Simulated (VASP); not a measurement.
## AlRu: relaxation of cell and atoms with PBEsol

Crystal: AlRu.

```
Al Ru
1.0
     2.97683    0.00000    0.00000
     0.00000    2.97683    0.00000
     0.00000    0.00000    2.97683
Al Ru
1 1
Direct
  0.00000 0.00000 0.00000
  0.50000 0.50000 0.50000
```

- Program: VASP 6.6.1
- Task: relaxation of cell and atoms
- Functional: PBEsol
- Potentials or basis: VASP PAW PBE potentials, release 64 (Al, Ru_pv)
- Cutoff: 600 eV
- k mesh: 16 × 16 × 16
- Occupations: fermi-dirac, width 0.08 eV
- Spin: no spin polarisation
- Target pressure: 10 GPa
- Dipole correction: no
- Further INCAR settings: ALGO = Normal; EDIFF = 1e-07; IBRION = 2; EDIFFG = -0.002; NSW = 100; ISIF = 3

The relaxed volume is 12.66 Å³/atom and the relaxed cell is a = 2.936 Å, b = 2.936 Å, c = 2.936 Å, α = 90.00°, β = 90.00°, γ = 90.00°. The space group after relaxing (to 0.05 Å) is Pm-3m (No. 221). The energy change on relaxing (the enthalpy is what falls) is +16.0 meV/atom and the ionic steps are 4. The pressure after relaxing is 10.0 GPa.

Step by step:
```tsv
step	energy change (eV)	largest force (eV/Å)	pressure (GPa)	volume (Å³)
1	0.0000	0.0000	0.03	26.38
2	0.2935	0.0000	34.79	23.37
3	0.0306	0.0000	9.72	25.34
4	0.0321	0.0000	9.98	25.31
```

Final structure:
```yaml
crystal:
  lattice:
    - [2.93615, 0.00000, 0.00000]
    - [0.00000, 2.93615, 0.00000]
    - [0.00000, 0.00000, 2.93615]
  atoms:
    - { symbol: Al, position: [0.00000, 0.00000, 0.00000] }
    - { symbol: Ru, position: [0.50000, 0.50000, 0.50000] }
```

Levels at points of the mesh, in eV from the Fermi level:
```
           k point  band 7  band 8  band 9  band 10  band 11  band 12
(0.00, 0.00, 0.00)    0.19    0.19    0.19     6.33     6.33     6.33
(0.50, 0.00, 0.00)   -1.74   -1.74    0.47     2.48     7.39    11.27
(0.50, 0.50, 0.00)   -1.42   -1.30   -1.30     1.65     5.64     6.85
(0.50, 0.50, 0.50)    1.76    1.76    2.93     4.22     4.22     4.22
```

It took 51 s on 1 thread of Intel(R) Xeon(R) 6975P-C (Granite Rapids), on a shared host, peak memory 0.2 GiB.

Caveat: the cell is relaxed towards a set pressure, so the enthalpy falls and the energy may rise; the PAW data sets were made with another functional, which shifts forces and pressure a little.
